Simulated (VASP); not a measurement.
# NbAs (F-43m) in VASP: further runs

The runs below take NbAs through single point, with PBEsol.

Everything below comes from runs of VASP 6.6.1. Logs are shortened: lines on timing, memory, paths and dates and some standing lists are left out, and cuts for length are marked.

## Step 1: The cell of the first run

It takes space group F-43m (No. 216, cubic). Conventional cell: a = 5.705 Å, b = 5.705 Å, c = 5.705 Å, α = 90.00°, β = 90.00°, γ = 90.00°. Within 3.3 Å of Nb (site symmetry -43m) lie 4 As at 2.47 Å. Within 3.3 Å of As (site symmetry -43m) lie 4 Nb at 2.47 Å.

## Step 2: Single point, PBEsol (volume scaled by 0.980)

Contents of INCAR:

```
PREC = Accurate
ENCUT = 520
EDIFF = 1E-7
ISMEAR = 0
SIGMA = 0.05
LREAL = F
LASPH = T
NELM = 100
ALGO = Normal
ISIF = 2
LWAVE = F
LCHARG = T
GGA = PS
LELF = T
LVHAR = T
NBANDS = 16
```

Contents of KPOINTS:

```
Automatic mesh
0
Gamma
  10 10 10
```

Contents of POSCAR:

```
NbAs
1.0
    0.0000000000      2.8524879326      2.8524879326
    2.8524879326      0.0000000000      2.8524879326
    2.8524879326      2.8524879326      0.0000000000
Nb As
1 1
Direct
    0.0000000000      0.0000000000      0.0000000000
    0.2500000000      0.2500000000      0.2500000000
```

Potentials or basis: VASP PAW PBE potentials, release 64 (Nb_sv, As).

On the command line:

```sh
$ cat potpaw_PBE.64/Nb_sv/POTCAR potpaw_PBE.64/As/POTCAR > POTCAR
$ mpirun -np 1 vasp_std > vasp.out
```

OUTCAR:

```text
PREC = Accurate
   ENCUT = 520
   EDIFF = 1E-7
   ISMEAR = 0
   LREAL = F
   LASPH = T
   NELM = 100
   ISIF = 2
   GGA = PS

 ion  position               nearest neighbor table
   1  0.000  0.000  0.000-   2 2.47   2 2.47   2 2.47   2 2.47
   2  0.250  0.250  0.250-   1 2.47   1 2.47   1 2.47   1 2.47

  LATTYP: Found a face centered cubic cell.
 ALAT       =     5.7049758652

  Lattice vectors:

 A1 = (   0.0000000000,   2.8524879326,   2.8524879326)
 A2 = (   2.8524879326,   0.0000000000,   2.8524879326)
 A3 = (   2.8524879326,   2.8524879326,   0.0000000000)

Analysis of symmetry for initial positions (statically):
=====================================================================
 Subroutine PRICEL returns:
 Original cell was already a primitive cell.

 Routine SETGRP: Setting up the symmetry group for a
 face centered cubic supercell.

 Subroutine GETGRP returns: Found 24 space group operations
 (whereof 24 operations were pure point group operations)
 out of a pool of 48 trial point group operations.

The static configuration has the point symmetry T_d .

Analysis of symmetry for dynamics (positions and initial velocities):
=====================================================================
 Subroutine PRICEL returns:
 Original cell was already a primitive cell.

 Routine SETGRP: Setting up the symmetry group for a
 face centered cubic supercell.

 Subroutine GETGRP returns: Found 24 space group operations
 (whereof 24 operations were pure point group operations)
 out of a pool of 48 trial point group operations.

The dynamic configuration has the point symmetry T_d .

 Subroutine INISYM returns: Found 24 space group operations
 (whereof 24 operations are pure point group operations),
 and found     1 'primitive' translations

----------------------------------------------------------------------------------------

                                     Primitive cell

  volume of cell :      46.4196

  direct lattice vectors                    reciprocal lattice vectors
     0.000000000  2.852487933  2.852487933    -0.175285579  0.175285579  0.175285579
     2.852487933  0.000000000  2.852487933     0.175285579 -0.175285579  0.175285579
     2.852487933  2.852487933  0.000000000     0.175285579  0.175285579 -0.175285579

  length of vectors
     4.034027121  4.034027121  4.034027121     0.303603529  0.303603529  0.303603529

  position of ions in fractional coordinates (direct lattice)
     0.000000000  0.000000000  0.000000000
     0.250000000  0.250000000  0.250000000

  ion indices of the primitive-cell ions
   primitive index   ion index
                 1           1
                 2           2

----------------------------------------------------------------------------------------

 KPOINTS: Automatic mesh

Automatic generation of k-mesh.
 Grid dimensions read from file:
 generate k-points for:   10   10   10

 Generating k-lattice:

  Cartesian coordinates                     Fractional coordinates (reciprocal lattice)
    -0.017528558  0.017528558  0.017528558     0.100000000  0.000000000  0.000000000
     0.017528558 -0.017528558  0.017528558     0.000000000  0.100000000  0.000000000
     0.017528558  0.017528558 -0.017528558     0.000000000  0.000000000  0.100000000

  Length of vectors
     0.030360353  0.030360353  0.030360353

  Shift w.r.t. Gamma in fractional coordinates (k-lattice)
     0.000000000  0.000000000  0.000000000

 Subroutine IBZKPT returns following result:
 ===========================================

 Found     47 irreducible k-points:

 Following reciprocal coordinates:
            Coordinates               Weight
  0.000000  0.000000  0.000000      1.000000
  0.100000  0.000000  0.000000      8.000000
  0.200000  0.000000  0.000000      8.000000
  0.300000  0.000000  0.000000      8.000000
  0.400000  0.000000  0.000000      8.000000
  0.500000  0.000000  0.000000      4.000000
[... 16 lines left out ...]
  0.300000  0.300000  0.000000      6.000000
  0.400000  0.300000  0.000000     24.000000
 [... further k-points ...]
   k-points           NKPTS =     47   k-points in BZ     NKDIM =     47   number of bands    NBANDS=     16
   number of dos      NEDOS =    301   number of ions     NIONS =      2
   total plane-waves  NPLWV =  27000
   dimension x,y,z NGX =    30 NGY =   30 NGZ =   30
   dimension x,y,z NGXF=    60 NGYF=   60 NGZF=   60
   ions per type =               1   1
   NGX,Y,Z   is equivalent  to a cutoff of  12.36, 12.36, 12.36 a.u.
   NGXF,Y,Z  is equivalent  to a cutoff of  24.73, 24.73, 24.73 a.u.
 SYSTEM =  unknown system
   PREC   = accura    normal or accurate (medium, high low for compatibility)
   ISTART =      0    job   : 0-new  1-cont  2-samecut
   ICHARG =      2    charge: 1-file 2-atom 10-const
   ISPIN  =      1    spin polarized calculation?
   LNONCOLLINEAR =      F non collinear calculations
   LSORBIT =      F    spin-orbit coupling
   LASPH  =      T    aspherical Exc in radial PAW
   ENCUT  =  520.0 eV  38.22 Ry    6.18 a.u.   7.50  7.50  7.50*2*pi/ulx,y,z
   NELM   =    100;   NELMIN=  2; NELMDL= -5     # of ELM steps
   EDIFF  = 0.1E-06   stopping-criterion for ELM
   LREAL  =      F    real-space projection
   EDIFFG = 0.1E-05   stopping-criterion for IOM
   NSW    =      0    number of steps for IOM
   IBRION =     -1    ionic relax: 0-MD 1-quasi-New 2-CG
   NFREE  =      0    steps in history (QN), initial steepest desc. (CG)
   ISIF   =      2    stress and relaxation
   ISYM   =      2    0-nonsym 1-usesym 2-fastsym
   POTIM  = 0.5000    time-step for ionic-motion
   TEBEG  =    0.0;   TEEND  =   0.0 temperature during run
   PSTRESS=    0.0 pullay stress
   NELECT =      18.0000    total number of electrons
   NUPDOWN=      -1.0000    fix difference up-down
   EMIN   =  10.00;   EMAX   =-10.00  energy-range for DOS
   EFERMI =   0.00;   METHOD = LEGACY
   ISMEAR =     0;   SIGMA  =   0.05  broadening in eV -4-tet -1-fermi 0-gaus
   EFERMI_NEDOS =   21; number of points for ismear=-14 and -15
   IALGO  =     38    algorithm
   IMIX   =      4    mixing-type and parameters
     AMIX     =   0.40;   BMIX     =  1.00
     AMIX_MAG =   1.60;   BMIX_MAG =  1.00
  volume/ion in A,a.u.               =      23.21       156.63
  Fermi-wavevector in a.u.,A,eV,Ry     =   1.193801  2.255956 19.390482  1.425160
  Thomas-Fermi vector in A             =   2.329806
   LORBIT       =      0    0 simple, 1 ext, 2 COOP (PROOUT), +10 PAW based schemes
   GGA     = PS    functional components
   LHFCALC =     F    Hartree Fock is set to
   AEXX    =    0.0000 exact exchange contribution
   IVDW    =     0    specifies the selected vdW correction
   LEPSILON=     F    determine dielectric tensor
   LRPA    =     F    only Hartree local field effects (RPA)
 non-spin polarized calculation
 Gauss-broadening in eV      SIGMA  =   0.05
  energy-cutoff  :      520.00
  volume of cell :       46.42
 maximum number of plane-waves:      1267
 NGX is ok and might be reduce to    30
   NGX = 15   NGY = 15   NGZ = 15

 number of electron      17.9999999 magnetization

 Free energy of the ion-electron system (eV)
  ---------------------------------------------------
  ext. energy  EPLUGINS =         0.00000000
  ---------------------------------------------------
  free energy    TOTEN  =       -15.32662533 eV

  energy without entropy =      -15.32387060  energy(sigma->0) =      -15.32524796

 E-fermi :   6.2611     XC(G=0): -10.3256

 val. band max:        6.2493973085   @ k =   0.0000   0.0000   0.0000
 cond. band min:       6.2708968445   @ k =  -0.3000   0.3000   0.1000
 fundamental gap:      0.0214995360
 Fermi energy:         6.2610987656

 k-point     1 :       0.0000    0.0000    0.0000
  band No.  band energies     occupation
      1     -49.0408      2.00000
      2     -25.1505      2.00000
      3     -25.1505      2.00000
      4     -25.1505      2.00000
      5      -5.7089      2.00000
      6       2.6516      2.00000
[... 8 lines left out ...]
     15      14.5924      0.00000
     16      14.5924      0.00000

 k-point     2 :       0.1000    0.0000    0.0000
  band No.  band energies     occupation
      1     -49.0403      2.00000
      2     -25.1591      2.00000
      3     -25.1518      2.00000
      4     -25.1518      2.00000
      5      -5.6228      2.00000
      6       2.5046      2.00000
[... 8 lines left out ...]
     15      14.0847      0.00000
     16      14.6177      0.00000

 k-point     3 :       0.2000    0.0000    0.0000
  band No.  band energies     occupation
      1     -49.0390      2.00000
      2     -25.1814      2.00000
      3     -25.1551      2.00000
      4     -25.1551      2.00000
      5      -5.3919      2.00000
      6       2.2064      2.00000
[... 8 lines left out ...]
     15      13.3673      0.00000
     16      14.8851      0.00000

 k-point     4 :       0.3000    0.0000    0.0000
  band No.  band energies     occupation
      1     -49.0374      2.00000
      2     -25.2087      2.00000
      3     -25.1592      2.00000
      4     -25.1592      2.00000
      5      -5.0955      2.00000
      6       1.9793      2.00000
[... 8 lines left out ...]
     15      13.5500      0.00000
     16      15.4262      0.00000
[... 324 lines left out ...]
 k-point    22 :      -0.2000    0.2000    0.0000
  band No.  band energies     occupation
      1     -49.0369      2.00000
      2     -25.2063      2.00000
      3     -25.1741      2.00000
      4     -25.1591      2.00000
      5      -4.9925      2.00000
      6       2.0300      2.00000
[... 8 lines left out ...]
     15      13.1341      0.00000
     16      15.2478      0.00000

 k-point    23 :       0.3000    0.3000    0.0000
  band No.  band energies     occupation
      1     -49.0363      2.00000
      2     -25.2092      2.00000
      3     -25.1714      2.00000
      4     -25.1714      2.00000
      5      -4.8865      2.00000
      6       1.5860      2.00000
[... 8 lines left out ...]
     15      13.8394      0.00000
     16      16.5522      0.00000

 k-point    24 :       0.4000    0.3000    0.0000
  band No.  band energies     occupation
      1     -49.0353      2.00000
      2     -25.2219      2.00000
      3     -25.1774      2.00000
      4     -25.1751      2.00000
      5      -4.6884      2.00000
      6       1.5293      2.00000
[... 8 lines left out ...]
     15      14.0843      0.00000
     16      16.4943      0.00000

 [... further k-points ...]
[... 5 lines left out ...]
  --------------------------------------------------------------------------------------
  -------------------------------------------------------------------------------------
  Total        0.6787875      0.6787875      0.6787875      0.0000000     -0.0000000      0.0000000
  in kB       23.4284172     23.4284172     23.4284172      0.0000000     -0.0000000      0.0000000
  external PRESSURE =      23.4284172 kB  Pullay stress =       0.0000000 kB

 VOLUME and BASIS-vectors are now :
 -----------------------------------------------------------------------------
  energy-cutoff  :      520.00
  volume of cell :       46.42
      direct lattice vectors                 reciprocal lattice vectors
     0.000000000  2.852487933  2.852487933    -0.175285579  0.175285579  0.175285579
     2.852487933  0.000000000  2.852487933     0.175285579 -0.175285579  0.175285579
     2.852487933  2.852487933  0.000000000     0.175285579  0.175285579 -0.175285579

 POSITION                                       TOTAL-FORCE (eV/Angst)
 -----------------------------------------------------------------------------------
      0.00000      0.00000      0.00000         0.000000     -0.000000     -0.000000
      1.42624      1.42624      1.42624        -0.000000      0.000000      0.000000
 -----------------------------------------------------------------------------------
    total drift:                                0.000000      0.000000      0.000000

  FREE ENERGIE OF THE ION-ELECTRON SYSTEM (eV)
  ---------------------------------------------------
  free  energy   TOTEN  =       -15.3266253276 eV

  energy  without entropy=      -15.3238705981  energy(sigma->0) =      -15.32524796
```

Run time: 26 s. Hardware: 1 thread of Intel Xeon 6975P-C (Granite Rapids), shared host; peak memory 0.19 GiB.

What came out:

```
Free energy            : -15.3266 eV
Pressure               : 2.3 GPa
Band gap on the k mesh : zero (band 9 reaches 6.65 eV, above the bottom of band 10 at 6.12 eV)
```

Levels at points of the mesh, in eV from the Fermi level:
| k point | band 5 | band 6 | band 7 | band 8 | band 9 | band 10 | band 11 | band 12 | band 13 | band 14 |
| --- | --- | --- | --- | --- | --- | --- | --- | --- | --- | --- |
| (0.00, 0.00, 0.00) | -11.97 | -3.61 | -3.61 | -3.61 | -0.01 | -0.01 | 2.37 | 5.81 | 5.81 | 5.81 |
| (0.50, 0.00, 0.00) | -11.01 | -4.34 | -3.19 | -3.19 | 0.39 | 0.39 | 0.67 | 3.45 | 3.45 | 4.48 |
| (0.50, 0.50, 0.00) | -10.68 | -4.95 | -2.12 | -2.12 | -1.15 | 0.81 | 0.92 | 1.45 | 1.45 | 7.20 |

Caveat: the cell differs from its parent crystal (volume scaled by 0.980); the PAW data sets were made with another functional, which shifts forces and pressure a little.

## Step 3: Single point, PBEsol

This run uses another cell than the first one, of 23.81 Å³/atom, 1.026 times its volume.

Contents of INCAR:

```
PREC     = Accurate       # precision mode
ENCUT    = 520            # plane-wave cutoff, eV
EDIFF    = 1E-6           # SCF threshold, eV
ISMEAR   = 0              # smearing method
SIGMA    = 0.05           # smearing width, eV
LREAL    = False          # projectors in reciprocal space
LASPH    = True           # aspherical terms in the spheres
NELM     = 80             # most SCF steps
ALGO     = Normal         # electronic algorithm
ISIF     = 2              # what is computed and relaxed
LWAVE    = False          # write WAVECAR
LCHARG   = True           # write CHGCAR
GGA      = PS             # functional
LELF     = True           # ELF
LVHAR    = True         
NBANDS   = 16             # bands
```

Contents of KPOINTS:

```
regular mesh
0
Gamma
  10 10 10
```

Contents of POSCAR:

```
NbAs
1.0
    0.0000000000      2.8769993728      2.8769993728
    2.8769993728      0.0000000000      2.8769993728
    2.8769993728      2.8769993728      0.0000000000
Nb As
1 1
Direct
    0.0000000000      0.0000000000      0.0000000000
    0.2500000000      0.2500000000      0.2500000000
```

Potentials or basis: VASP PAW PBE potentials, release 64 (Nb_sv, As).

On the command line:

```sh
$ cat potpaw_PBE.64/Nb_sv/POTCAR potpaw_PBE.64/As/POTCAR > POTCAR
$ mpirun -np 1 vasp_std > vasp.out
```

It took 22 s on 1 thread of Intel Xeon 6975P-C (Granite Rapids), shared host; peak memory 0.19 GiB.

It converged, with:

- Free energy: -15.3341 eV
- Pressure: -0.4 GPa
- Band gap on the k mesh: zero (band 9 reaches 6.39 eV, above the bottom of band 10 at 5.88 eV)

Levels at points of the mesh, in eV from the Fermi level:
```csv
k point,band 5,band 6,band 7,band 8,band 9,band 10,band 11,band 12,band 13,band 14
"(0.00, 0.00, 0.00)",-11.87,-3.53,-3.53,-3.53,-0.01,-0.01,2.28,5.67,5.67,5.67
"(0.50, 0.00, 0.00)",-10.95,-4.27,-3.12,-3.12,0.38,0.38,0.64,3.35,3.35,4.42
"(0.50, 0.50, 0.00)",-10.64,-4.84,-2.11,-2.11,-1.09,0.78,0.86,1.41,1.41,6.97
```

Caveat: the PAW data sets were made with another functional, which shifts forces and pressure a little.

## Step 4: Single point, PBEsol

This run uses another cell than the first one, of 23.68 Å³/atom, 1.020 times its volume.

Contents of INCAR:

```
PREC = Accurate
ENCUT = 520
EDIFF = 1E-6
ISMEAR = 0
SIGMA = 0.05
LREAL = F
LASPH = T
NELM = 80
ALGO = Normal
ISIF = 2
LWAVE = F
LCHARG = T
GGA = PS
LELF = T
LVHAR = T
NBANDS = 16
```

KPOINTS is that of step 3.

Contents of POSCAR:

```
NbAs
1.0
    0.0000000000      2.8717620844      2.8717620844
    2.8717620844      0.0000000000      2.8717620844
    2.8717620844      2.8717620844      0.0000000000
Nb As
1 1
Direct
    0.0000000000      0.0000000000      0.0000000000
    0.2500000000      0.2500000000      0.2500000000
```

On the command line:

```sh
$ cat potpaw_PBE.64/Nb_sv/POTCAR potpaw_PBE.64/As/POTCAR > POTCAR
$ mpirun -np 1 vasp_std > vasp.out
```

Run time: 20 s. Hardware: 1 thread of Intel Xeon 6975P-C (Granite Rapids), shared host; peak memory 0.19 GiB.

Results (log left out):

* Free energy: -15.3343 eV
* Pressure: 0.2 GPa
* Band gap on the k mesh: zero (band 9 reaches 6.44 eV, above the bottom of band 10 at 5.93 eV)

Levels at points of the mesh, in eV from the Fermi level:
| k point | band 7 | band 8 | band 9 | band 10 | band 11 | band 12 |
| --- | --- | --- | --- | --- | --- | --- |
| (0.00, 0.00, 0.00) | -3.55 | -3.55 | -0.01 | -0.01 | 2.30 | 5.70 |
| (0.50, 0.00, 0.00) | -3.13 | -3.13 | 0.38 | 0.38 | 0.65 | 3.37 |
| (0.50, 0.50, 0.00) | -2.11 | -2.11 | -1.11 | 0.79 | 0.87 | 1.42 |

Caveat: the PAW data sets were made with another functional, which shifts forces and pressure a little.

[end of part 1 of 2]
